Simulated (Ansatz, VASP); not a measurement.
ZnS in VASP and in Ansatz

```xyz
8
Lattice="-3.8455 0.0000 0.0000 0.0000 0.0000 -6.3053 0.0000 -6.6606 0.0000" Properties=species:S:1:pos:R:3 pbc="T T T"
Zn   -1.9227   -1.1101   -6.2656
Zn    0.0000   -4.4404   -6.2656
Zn    0.0000   -2.2202   -3.1266
Zn   -1.9227   -5.5505   -3.1266
S    -1.9227   -1.1101   -3.9707
S     0.0000   -4.4404   -3.9707
S     0.0000   -2.2202   -0.6980
S    -1.9227   -5.5505   -0.6980
```

Change from the starting cell: mode 23 (321.1 1/cm) frozen in, largest displacement -0.060 Å.

Alike in both runs: task single point; functional PBE; k mesh 8 × 4 × 4; occupations gaussian, width 0.05 eV; no spin polarisation.

|  | VASP | Ansatz |
| --- | --- | --- |
| version | VASP 6.6.1 | Ansatz 0.2.0 |
| potentials or method | VASP PAW PBE potentials, release 64 (Zn, S), cutoff 520 eV | scalar-relativistic, plane waves, PAW |
| valence electrons in the cell | 72 | 72 |

```csv
,VASP,Ansatz,Ansatz less VASP
gap on the k mesh at the Fermi level (eV),2.06,2.06,-0.003
least direct gap on the mesh (eV),2.06,2.06,-0.003
pressure (GPa),0.3,0.2,-0.13
"traceless stress, the component that is largest in VASP (GPa)",0.24,0.25,+0.001
rms of the force components (eV/Å),0.311,0.309,-0.0019
```

Atom by atom the forces differ by 0.002 eV/Å (rms over components).
